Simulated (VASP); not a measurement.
**Ta: single point with PBE**

Ta:

```xyz
1
Lattice="-1.6457 1.6457 1.6457 1.6457 -1.6457 1.6457 1.6457 1.6457 -1.6457" Properties=species:S:1:pos:R:3 pbc="T T T"
Ta    0.0000    0.0000    0.0000
```

```json
{
  "Program": "VASP 6.6.1",
  "Task": "single point",
  "Functional": "PBE",
  "Potentials or basis": "VASP PAW PBE potentials, release 64 (Ta_pv)",
  "Cutoff": "520 eV",
  "k mesh": "18 × 18 × 18",
  "Occupations": "gaussian, width 0.1 eV",
  "Spin": "no spin polarisation"
}
```

| Quantity | Value |
| --- | --- |
| Pressure | 5.2 GPa |

Levels at points of the mesh, in eV from the Fermi level:
```csv
k point,band 3,band 4,band 5,band 6,band 7,band 8
"(0.00, 0.00, 0.00)",-33.04,-7.97,0.72,0.72,0.72,4.03
"(0.50, 0.00, 0.00)",-33.05,-4.43,-1.58,1.62,3.92,4.96
"(0.50, 0.50, 0.50)",-33.88,-3.88,-3.88,6.91,6.91,6.91
```

It took 18 s on 1 thread of Intel(R) Xeon(R) Platinum 8559C (Emerald Rapids), with other jobs on the host, peak memory 0.17 GiB.

Caveat: spin-orbit coupling is left out, which moves the levels of the heavy elements.
